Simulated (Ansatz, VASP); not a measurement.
## Ge in VASP and in Ansatz

```xyz
2
Lattice="0.0000 2.8288 2.8853 2.8288 0.0000 2.8853 2.8288 2.8288 0.0000" Properties=species:S:1:pos:R:3 pbc="T T T"
Ge    2.8288    2.8288    2.8853
Ge    4.2432    4.2432    4.3280
```

Change from the starting cell: zz strain of +2 %, PAW files.

Alike in both runs: task electric field gradients; functional LDA; k mesh 10 × 10 × 10; occupations fermi-dirac, width 0.05 eV; no spin polarisation.

|  | VASP | Ansatz |
| --- | --- | --- |
| version | VASP 6.6.1 | Ansatz 0.2.0 |
| potentials or method | VASP PAW LDA potentials, release 64 (Ge_d) | PAW with Ansatz's default frozen-core files, scalar-relativistic |
| plane-wave cutoff (eV) | 520 | 420 |
| valence electrons in the cell | 28 | 28 |

VASP gave:

```
pressure (GPa)                                                : -2.4
traceless stress, the component that is largest in VASP (GPa) : -0.96
size of Vzz on the site where it differs most (V/Å²)          : 1.1
```

Q: Estimate Ansatz's values.

A: Pressure (GPa): -2.5; traceless stress, the component that is largest in VASP (GPa): -0.96; size of Vzz on the site where it differs most (V/Å²): 1.2.

LDA's correlation is that of Perdew and Zunger in VASP and of Perdew and Wang (1992) in Ansatz.
